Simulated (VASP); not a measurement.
A run of VASP 6.6.1:

INCAR

```
  PREC = Accurate
  ENCUT = 520
  EDIFF = 1E-8
  ISMEAR = -1
  SIGMA = 0.03
  LREAL = F
  LASPH = T
  NELM = 60
  ALGO = Normal
  ISIF = 2
  LWAVE = F
  LCHARG = F
  GGA = PS
  LEFG = T
  NBANDS = 22
```

File KPOINTS:

```
regular mesh
0
Gamma
  10 10 10
```

POSCAR

```
Bi
1.0
    2.3256628482      1.3745869730      3.9898531666
   -2.2203365086      1.3291269794      3.9443931730
    0.0132936605     -2.5850939523      3.9277536605
Bi
2
Direct
    0.2338900000      0.2338900000      0.2338900000
    0.7661100000      0.7661100000      0.7661100000
```

Potentials or basis: VASP PAW PBE potentials, release 64 (Bi_d).

Command:

```bash
$ cat potpaw_PBE.64/Bi_d/POTCAR > POTCAR
$ mpirun -np 1 vasp_std > vasp.out
```

Hardware: 1 thread of Oxide Virtual Turin-like Processor, on a shared host.

Q: How long does it take, and how much memory?

A: Run time: 17 min on 1 thread of Oxide Virtual Turin-like Processor, on a shared host, peak memory 0.64 GiB. Counts: scf iterations 15, k points 504.
